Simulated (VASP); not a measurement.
# Pt (Immm) in VASP: notebook

The runs below take Pt through single point, with LDA.

All numbers are computed with VASP 6.6.1; they aren't measurements. Logs are shortened: lines on timing, memory, paths and dates and some standing lists are left out, and cuts for length are marked.

## Step 1: The cell of the first run

The structure is orthorhombic, space group Immm (No. 71). The conventional cell has a = 2.686 Å, b = 2.852 Å, c = 3.916 Å, α = 90.00°, β = 90.00°, γ = 90.00°. Within 3.5 Å of Pt (site symmetry mmm) lie 12 Pt at 2.69 to 2.85 Å.

## Step 2: Single point, LDA (strain -0.0600 x Voigt [0, 0, 0, 0, 0, 1])

The input, INCAR:

```
SYSTEM = Pt
ALGO     = Fast           ! electronic algorithm
EDIFF    = 1E-6           ! SCF threshold, eV
ENCUT    = 520            ! plane-wave cutoff, eV
GGA      = CA             ! functional
ISIF     = 2              ! what is computed and relaxed
ISMEAR   = 0              ! smearing method
LASPH    = .True.         ! aspherical terms in the spheres
LCHARG   = .False.        ! write CHGCAR
LREAL    = .False.        ! projectors in reciprocal space
LWAVE    = .False.        ! write WAVECAR
NBANDS   = 11             ! bands
NELM     = 100            ! most SCF steps
PREC     = Accurate       ! precision mode
SIGMA    = 0.15           ! smearing width, eV
```

The input, KPOINTS:

```
k-points
0
Gamma
  20 20 20
  0 0 0
```

The input, POSCAR:

```
Pt
1.0
   -0.0587370000      1.9579000000      1.9579000000
    1.9579000000     -0.0587370000      1.9579000000
    1.8991630000      1.8991630000      0.0000000000
Pt
1
Direct
    0.0000000000      0.0000000000      0.0000000000
```

Potentials or basis: VASP PAW LDA potentials, release 64 (Pt).

Command:

```console
$ cat potpaw_LDA.64/Pt/POTCAR > POTCAR
$ mpirun -np 1 vasp_std > vasp.out
```

OUTCAR:

```text
SYSTEM = Pt
   EDIFF = 1E-6
   ENCUT = 520
   GGA = CA
   ISIF = 2
   ISMEAR = 0
   LASPH = .True.
   LREAL = .False.
   NELM = 100
   PREC = Accurate

 ion  position               nearest neighbor table
   1  0.000  0.000  0.000-

  LATTYP: Found a body centered orthorhombic cell.
 ALAT       =     2.6858220718
 B/A-ratio  =     1.0618556701
 C/A-ratio  =     1.4579521262

  Lattice vectors:

 A1 = (   0.0587370000,  -1.9579000000,  -1.9579000000)
 A2 = (  -0.0587370000,   1.9579000000,  -1.9579000000)
 A3 = (   1.9579000000,  -0.0587370000,   1.9579000000)

Analysis of symmetry for initial positions (statically):
=====================================================================
 Subroutine PRICEL returns:
 Original cell was already a primitive cell.

 Routine SETGRP: Setting up the symmetry group for a
 body centered orthorhombic supercell.

 Subroutine GETGRP returns: Found  8 space group operations
 (whereof  8 operations were pure point group operations)
 out of a pool of  8 trial point group operations.

The static configuration has the point symmetry D_2h.

Analysis of symmetry for dynamics (positions and initial velocities):
=====================================================================
 Subroutine PRICEL returns:
 Original cell was already a primitive cell.

 Routine SETGRP: Setting up the symmetry group for a
 body centered orthorhombic supercell.

 Subroutine GETGRP returns: Found  8 space group operations
 (whereof  8 operations were pure point group operations)
 out of a pool of  8 trial point group operations.

The dynamic configuration has the point symmetry D_2h.

 Subroutine INISYM returns: Found  8 space group operations
 (whereof  8 operations are pure point group operations),
 and found     1 'primitive' translations

----------------------------------------------------------------------------------------

                                     Primitive cell

  volume of cell :      14.9972

  direct lattice vectors                    reciprocal lattice vectors
    -0.058737000  1.957900000  1.957900000    -0.247937532  0.247937532  0.255375658
     1.957900000 -0.058737000  1.957900000     0.247937532 -0.247937532  0.255375658
     1.899163000  1.899163000  0.000000000     0.263273874  0.263273874 -0.255375658

  length of vectors
     2.769511664  2.769511664  2.685822072     0.433777323  0.433777323  0.451489747

  position of ions in fractional coordinates (direct lattice)
     0.000000000  0.000000000  0.000000000

  ion indices of the primitive-cell ions
   primitive index   ion index
                 1           1

----------------------------------------------------------------------------------------

 KPOINTS: k-points

Automatic generation of k-mesh.
 Grid dimensions read from file:
 generate k-points for:   20   20   20

 Generating k-lattice:

  Cartesian coordinates                     Fractional coordinates (reciprocal lattice)
    -0.012396877  0.012396877  0.012768783     0.050000000  0.000000000  0.000000000
     0.012396877 -0.012396877  0.012768783     0.000000000  0.050000000  0.000000000
     0.013163694  0.013163694 -0.012768783     0.000000000  0.000000000  0.050000000

  Length of vectors
     0.021688866  0.021688866  0.022574487

  Shift w.r.t. Gamma in fractional coordinates (k-lattice)
     0.000000000  0.000000000  0.000000000

 Subroutine IBZKPT returns following result:
 ===========================================

 Found   1166 irreducible k-points:

 Following reciprocal coordinates:
            Coordinates               Weight
  0.000000  0.000000  0.000000      1.000000
  0.050000  0.000000  0.000000      4.000000
  0.100000  0.000000  0.000000      4.000000
  0.150000  0.000000  0.000000      4.000000
  0.200000  0.000000  0.000000      4.000000
  0.250000 -0.000000  0.000000      4.000000
[... 16 lines left out ...]
 -0.400000  0.050000  0.000000      4.000000
 -0.350000  0.050000  0.000000      4.000000
 [... further k-points ...]
   k-points           NKPTS =   1166   k-points in BZ     NKDIM =   1166   number of bands    NBANDS=     11
   number of dos      NEDOS =    301   number of ions     NIONS =      1
   total plane-waves  NPLWV =  11520
   dimension x,y,z NGX =    24 NGY =   24 NGZ =   20
   dimension x,y,z NGXF=    48 NGYF=   48 NGZF=   40
   ions per type =               1
   NGX,Y,Z   is equivalent  to a cutoff of  14.41, 14.41, 12.38 a.u.
   NGXF,Y,Z  is equivalent  to a cutoff of  28.81, 28.81, 24.76 a.u.
 SYSTEM =  Pt
   PREC   = accura    normal or accurate (medium, high low for compatibility)
   ISTART =      0    job   : 0-new  1-cont  2-samecut
   ICHARG =      2    charge: 1-file 2-atom 10-const
   ISPIN  =      1    spin polarized calculation?
   LNONCOLLINEAR =      F non collinear calculations
   LSORBIT =      F    spin-orbit coupling
   LASPH  =      T    aspherical Exc in radial PAW
   ENCUT  =  520.0 eV  38.22 Ry    6.18 a.u.   5.15  5.15  4.99*2*pi/ulx,y,z
   NELM   =    100;   NELMIN=  2; NELMDL= -5     # of ELM steps
   EDIFF  = 0.1E-05   stopping-criterion for ELM
   LREAL  =      F    real-space projection
   EDIFFG = 0.1E-04   stopping-criterion for IOM
   NSW    =      0    number of steps for IOM
   IBRION =     -1    ionic relax: 0-MD 1-quasi-New 2-CG
   NFREE  =      0    steps in history (QN), initial steepest desc. (CG)
   ISIF   =      2    stress and relaxation
   ISYM   =      2    0-nonsym 1-usesym 2-fastsym
   POTIM  = 0.5000    time-step for ionic-motion
   TEBEG  =    0.0;   TEEND  =   0.0 temperature during run
   PSTRESS=    0.0 pullay stress
   NELECT =      10.0000    total number of electrons
   NUPDOWN=      -1.0000    fix difference up-down
   EMIN   =  10.00;   EMAX   =-10.00  energy-range for DOS
   EFERMI =   0.00;   METHOD = LEGACY
   ISMEAR =     0;   SIGMA  =   0.15  broadening in eV -4-tet -1-fermi 0-gaus
   EFERMI_NEDOS =   21; number of points for ismear=-14 and -15
   IALGO  =     68    algorithm
   IMIX   =      4    mixing-type and parameters
     AMIX     =   0.40;   BMIX     =  1.00
     AMIX_MAG =   1.60;   BMIX_MAG =  1.00
  volume/ion in A,a.u.               =      15.00       101.21
  Fermi-wavevector in a.u.,A,eV,Ry     =   1.430226  2.702735 27.831349  2.045546
  Thomas-Fermi vector in A             =   2.550094
   LORBIT       =      0    0 simple, 1 ext, 2 COOP (PROOUT), +10 PAW based schemes
   GGA     = CA    functional components
   LHFCALC =     F    Hartree Fock is set to
   AEXX    =    0.0000 exact exchange contribution
   IVDW    =     0    specifies the selected vdW correction
   LEPSILON=     F    determine dielectric tensor
   LRPA    =     F    only Hartree local field effects (RPA)
 non-spin polarized calculation
 RMM-DIIS sequential band-by-band and
 Gauss-broadening in eV      SIGMA  =   0.15
  energy-cutoff  :      520.00
  volume of cell :       15.00
 maximum number of plane-waves:       417
 NGX is ok and might be reduce to    24
   NGX = 11   NGY = 11   NGZ =  9

 number of electron      10.0000000 magnetization

 Free energy of the ion-electron system (eV)
  ---------------------------------------------------
  ext. energy  EPLUGINS =         0.00000000
  ---------------------------------------------------
  free energy    TOTEN  =        -7.50010621 eV

  energy without entropy =       -7.48190311  energy(sigma->0) =       -7.49100466

 E-fermi :  11.2448     XC(G=0): -13.7168

 val. band max:       11.2419041804   @ k =   0.4000   0.2000   0.0000
 cond. band min:      11.2468191266   @ k =  -0.4000   0.3500   0.0500
 fundamental gap:      0.0049149462
 Fermi energy:        11.2447572050

 k-point     1 :       0.0000    0.0000    0.0000
  band No.  band energies     occupation
      1       0.9379      2.00000
      2       7.0384      2.00000
      3       7.2701      2.00000
      4       7.7789      2.00000
      5       9.6423      2.00000
      6       9.6780      2.00000
      7      25.8024      0.00000
      8      29.8718      0.00000
      9      30.8656      0.00000
     10      31.8234      0.00000
     11      36.2937      0.00000

 k-point     2 :       0.0500    0.0000    0.0000
  band No.  band energies     occupation
      1       1.0340      2.00000
      2       7.0290      2.00000
      3       7.2696      2.00000
      4       7.8164      2.00000
      5       9.6287      2.00000
      6       9.6622      2.00000
      7      25.9433      0.00000
      8      29.5549      0.00000
      9      30.8636      0.00000
     10      31.9666      0.00000
     11      36.8466      0.00000

 k-point     3 :       0.1000    0.0000    0.0000
  band No.  band energies     occupation
      1       1.3152      2.00000
      2       6.9738      2.00000
      3       7.2989      2.00000
      4       7.9160      2.00000
      5       9.6025      2.00000
      6       9.6292      2.00000
      7      26.3262      0.00000
      8      28.5740      0.00000
      9      31.2149      0.00000
     10      32.3873      0.00000
     11      37.7870      0.00000

 k-point     4 :       0.1500    0.0000    0.0000
  band No.  band energies     occupation
      1       1.7564      2.00000
      2       6.8820      2.00000
      3       7.3603      2.00000
      4       8.0371      2.00000
      5       9.6088      2.00000
      6       9.6191      2.00000
      7      26.7016      0.00000
      8      27.4129      0.00000
      9      31.9197      0.00000
     10      33.0573      0.00000
     11      36.5703      0.00000

 k-point     5 :       0.2000    0.0000    0.0000
  band No.  band energies     occupation
      1       2.3059      2.00000
      2       6.8339      2.00000
      3       7.4021      2.00000
      4       8.1145      2.00000
      5       9.6851      2.00000
      6       9.7158      2.00000
      7      25.6338      0.00000
      8      27.4541      0.00000
      9      32.8438      0.00000
     10      33.9165      0.00000
     11      35.2033      0.00000
[... 211 lines left out ...]
 k-point    21 :       0.5000    0.0500    0.0000
  band No.  band energies     occupation
      1       3.8052      2.00000
      2       6.9690      2.00000
      3       7.8050      2.00000
      4       9.7796      2.00000
      5      11.4113      0.11641
      6      11.7471      0.00000
      7      16.7543      0.00000
      8      25.7729      0.00000
      9      30.0535      0.00000
     10      30.9455      0.00000
     11      39.9192      0.00000

 k-point    22 :      -0.4500    0.0500    0.0000
  band No.  band energies     occupation
      1       3.8052      2.00000
      2       6.9754      2.00000
      3       7.8067      2.00000
      4       9.7581      2.00000
      5      11.2951      0.63491
      6      11.6234      0.00036
      7      17.0099      0.00000
      8      25.8090      0.00000
      9      29.9070      0.00000
     10      31.2633      0.00000
     11      39.4812      0.00000

 k-point    23 :      -0.4000    0.0500    0.0000
  band No.  band energies     occupation
      1       3.7896      2.00000
      2       7.0289      2.00000
      3       7.8533      2.00000
      4       9.1455      2.00000
      5      11.0201      1.96581
      6      11.2564      0.91226
      7      18.2396      0.00000
      8      26.0419      0.00000
      9      30.1610      0.00000
     10      32.0285      0.00000
     11      38.4468      0.00000

 k-point    24 :      -0.3500    0.0500    0.0000
  band No.  band energies     occupation
      1       3.7168      2.00000
      2       7.1185      2.00000
      3       7.9382      2.00000
      4       8.2445      2.00000
      5      10.6367      2.00000
      6      10.9178      1.99795
      7      19.9113      0.00000
      8      26.4490      0.00000
      9      30.7496      0.00000
     10      33.1956      0.00000
     11      36.9366      0.00000

 [... further k-points ...]
[... 5 lines left out ...]
  --------------------------------------------------------------------------------------
  -------------------------------------------------------------------------------------
  Total       -0.1852079     -0.1852079     -0.4947872      0.4725882      0.0000000      0.0000000
  in kB      -19.7860726    -19.7860726    -52.8589551     50.4873934      0.0000000      0.0000000
  external PRESSURE =     -30.8103668 kB  Pullay stress =       0.0000000 kB

 VOLUME and BASIS-vectors are now :
 -----------------------------------------------------------------------------
  energy-cutoff  :      520.00
  volume of cell :       15.00
      direct lattice vectors                 reciprocal lattice vectors
    -0.058737000  1.957900000  1.957900000    -0.247937532  0.247937532  0.255375658
     1.957900000 -0.058737000  1.957900000     0.247937532 -0.247937532  0.255375658
     1.899163000  1.899163000  0.000000000     0.263273874  0.263273874 -0.255375658

 POSITION                                       TOTAL-FORCE (eV/Angst)
 -----------------------------------------------------------------------------------
      0.00000      0.00000      0.00000         0.000000      0.000000     -0.000000
 -----------------------------------------------------------------------------------
    total drift:                               -0.000000     -0.000000     -0.000000

  FREE ENERGIE OF THE ION-ELECTRON SYSTEM (eV)
  ---------------------------------------------------
  free  energy   TOTEN  =        -7.5001062053 eV

  energy  without entropy=       -7.4819031109  energy(sigma->0) =       -7.49100466
```

It took 96 s on 1 thread of AMD EPYC 9R45 (Zen 5), shared host; peak memory 0.26 GiB.

What came out:

| Property | Result |
| --- | --- |
| Free energy | -7.5001 eV |
| Pressure | -3.1 GPa |
| Band gap on the k mesh | zero (band 5 reaches 11.83 eV, above the bottom of band 6 at 9.45 eV) |

Caveat: the cell differs from its parent crystal (strain -0.0600 x Voigt [0, 0, 0, 0, 0, 1]); spin-orbit coupling is left out, which moves the levels of the heavy elements.

## Step 3: Single point, LDA (strain +0.0450 x Voigt [0, 0, 0, 0, 0, 1])

The input, INCAR:

```
  PREC = Accurate
  ENCUT = 520
  EDIFF = 1E-7
  ISMEAR = 0
  SIGMA = 0.15
  LREAL = False
  LASPH = True
  NELM = 60
  ALGO = Fast
  ISIF = 2
  LWAVE = False
  LCHARG = True
  LELF = True
  LVHAR = True
  NBANDS = 11
```

The input, KPOINTS:

```
Automatic mesh
0
Gamma
  20 20 20
```

The input, POSCAR:

```
Pt
1.0
    0.0440527500      1.9579000000      1.9579000000
    1.9579000000      0.0440527500      1.9579000000
    2.0019527500      2.0019527500      0.0000000000
Pt
1
Direct
    0.0000000000      0.0000000000      0.0000000000
```

Potentials or basis: VASP PAW LDA potentials, release 64 (Pt).

Command:

```console
$ cat potpaw_LDA.64/Pt/POTCAR > POTCAR
$ mpirun -np 1 vasp_std > vasp.out
```

Run time: 2.1 min. Hardware: 1 thread of AMD EPYC 9R45 (Zen 5), shared host; peak memory 0.27 GiB.

Results (log left out):

```yaml
Free_energy: -7.5061 eV
Pressure: -3.6 GPa
Band_gap_on_the_k_mesh: zero (band 5 reaches 11.79 eV, above the bottom of band 6 at 9.45 eV)
```

Stress tensor (GPa, compression positive):
```
-2.92 -3.66  0.00
-3.66 -2.92  0.00
 0.00  0.00 -4.82
```

Levels at points of the mesh, in eV from the Fermi level:
```csv
k point,band 3,band 4,band 5,band 6,band 7,band 8
"(0.00, 0.00, 0.00)",-3.92,-3.57,-1.62,-1.60,14.58,18.85
"(0.50, 0.00, 0.00)",-3.67,-0.30,-0.04,0.21,6.21,14.01
"(0.50, 0.50, 0.00)",0.04,0.47,0.53,1.75,8.91,10.53
"(0.00, 0.00, 0.50)",-3.61,-0.69,-0.14,0.13,5.56,14.34
"(0.50, 0.00, 0.50)",-0.03,0.48,0.55,1.77,8.96,11.35
```

Caveat: the cell differs from its parent crystal (strain +0.0450 x Voigt [0, 0, 0, 0, 0, 1]); spin-orbit coupling is left out, which moves the levels of the heavy elements.

## Step 4: Single point, LDA (strain -0.0300 x Voigt [0, 0, 0, 0, 0, 1])

The input, INCAR:

```
SYSTEM = Pt
ALGO = Fast
EDIFF = 1E-6
ENCUT = 520
ISIF = 2
ISMEAR = 0
LASPH = .True.
LCHARG = .False.
LREAL = .False.
LWAVE = .False.
NBANDS = 11
NELM = 80
PREC = Accurate
SIGMA = 0.15
```

The input, KPOINTS:

```
k-points
0
Gamma
  20 20 20
  0 0 0
```

The input, POSCAR:

```
Pt
1.0
   -0.0293685000      1.9579000000      1.9579000000
    1.9579000000     -0.0293685000      1.9579000000
    1.9285315000      1.9285315000      0.0000000000
Pt
1
Direct
    0.0000000000      0.0000000000      0.0000000000
```

Command:

```console
$ cat potpaw_LDA.64/Pt/POTCAR > POTCAR
$ mpirun -np 1 vasp_std > vasp.out
```

It took 1.7 min on 1 thread of AMD EPYC 9R45 (Zen 5), shared host; peak memory 0.26 GiB.

It converged, with:

```yaml
Free_energy: -7.5103 eV
Pressure: -3.9 GPa
Band_gap_on_the_k_mesh: zero (band 5 reaches 11.76 eV, above the bottom of band 6 at 9.45 eV)
```

Stress tensor (GPa, compression positive):
```
-3.60  2.38  0.00
 2.38 -3.60  0.00
 0.00  0.00 -4.45
```

Levels at points of the mesh, in eV from the Fermi level:
```tsv
k point	band 1	band 2	band 3	band 4	band 5	band 6	band 7	band 8	band 9	band 10
(0.00, 0.00, 0.00)	-10.31	-4.03	-3.88	-3.66	-1.63	-1.62	14.59	19.08	19.57	20.05
(0.50, 0.00, 0.00)	-7.46	-4.07	-3.71	-0.63	-0.08	0.10	5.66	14.28	18.94	19.37
(0.50, 0.50, 0.00)	-7.17	-6.71	0.03	0.48	0.51	1.75	8.91	10.80	11.92	20.21
(0.00, 0.00, 0.50)	-7.38	-4.09	-3.75	-0.37	-0.01	0.16	6.08	14.06	18.49	18.92
(0.50, 0.00, 0.50)	-7.16	-6.71	0.00	0.48	0.52	1.76	8.93	11.35	11.35	20.26
```

Caveat: the cell differs from its parent crystal (strain -0.0300 x Voigt [0, 0, 0, 0, 0, 1]); spin-orbit coupling is left out, which moves the levels of the heavy elements.

## Step 5: Summary

```tsv
cell	further INCAR settings	gap on the mesh (eV)	pressure (GPa)
a = 2.770, b = 2.770, c = 2.686 Å, angles 61.0, 61.0, 62.0°, 1 atom	ALGO = Fast; EDIFF = 1e-06; NBANDS = 11	none	-3.1
a = 2.769, b = 2.769, c = 2.831 Å, angles 59.3, 59.3, 58.5°, 1 atom	ALGO = Fast; EDIFF = 1e-07; NBANDS = 11	none	-3.6
a = 2.769, b = 2.769, c = 2.727 Å, angles 60.5, 60.5, 61.0°, 1 atom	ALGO = Fast; EDIFF = 1e-06; NBANDS = 11	none	-3.9
```

Alike in all rows: task single point; level LDA; potentials or basis VASP PAW LDA potentials, release 64 (Pt); no spin polarisation; k mesh 20 × 20 × 20; cutoff (eV) 520; smearing gaussian 0.15 eV.

Caveats: spin-orbit coupling is left out, which moves the levels of the heavy elements.

Absolute energies hang on the potentials; compare differences alone.
